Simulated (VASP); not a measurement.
Input of a VASP 6.6.1 run:

The input INCAR:

```
ALGO = Normal
EDIFF = 1E-6
ENCUT = 520
ISIF = 2
ISMEAR = -1
ISPIN = 2
LASPH = T
LCHARG = F
LMAXMIX = 4
LORBIT = 11
LREAL = F
LWAVE = F
MAGMOM = 0.797 0.797 0.797 0.319
NBANDS = 32
NELM = 150
NUPDOWN = 2.71
PREC = Accurate
SIGMA = 0.05
```

The input KPOINTS:

```
k-points
0
Gamma
  9 9 9
```

File POSCAR:

```
Ni3Pt
1.0
    3.6245667900      0.0000000000      0.0000000000
    0.0000000000      3.6245667900      0.0000000000
    0.0000000000      0.0000000000      3.6245667900
Ni Pt
3 1
Direct
    0.5000000000      0.0000000000      0.5000000000
    0.0000000000      0.5000000000      0.5000000000
    0.5000000000      0.5000000000      0.0000000000
    0.0000000000      0.0000000000      0.0000000000
```

Potentials or basis: VASP PAW LDA potentials, release 64 (Ni, Pt).

The run is started by

```console
$ cat potpaw_LDA.64/Ni/POTCAR potpaw_LDA.64/Pt/POTCAR > POTCAR
$ mpirun -np 1 vasp_std > vasp.out
```

(1) Predict the pressure.

Results:

(1) -10.5 GPa.

Caveat: the cell stands under tension; the total moment is fixed, so each spin has its own Fermi level and the state may be an excited one.
